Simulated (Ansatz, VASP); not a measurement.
**V in VASP and in Ansatz**

```
CELL_PARAMETERS angstrom
0.00000 1.90800 1.90800
1.90800 0.00000 1.90800
1.90800 1.90800 0.00000
ATOMIC_POSITIONS crystal
V 0.00000 0.00000 0.00000
```

Alike in both runs: task single point; functional PBE; k mesh 18 × 18 × 18; occupations gaussian, width 0.05 eV; non-collinear spin, spin-orbit coupling.

|  | VASP | Ansatz |
| --- | --- | --- |
| version | VASP 6.6.1 | Ansatz 0.2.0 |
| potentials or method | VASP PAW PBE potentials, release 64 (V_sv), cutoff 520 eV | plane waves, PAW |
| valence electrons in the cell | 13 | 13 |

|  | VASP | Ansatz | Ansatz less VASP |
| --- | --- | --- | --- |
| pressure (GPa) | 0.2 | 0.0 | -0.21 |
| net moment per atom (μB) | 0.00 | 0.00 | 0.000 |

Ansatz's warnings: seeded moment not kept, stress scf threshold loose.
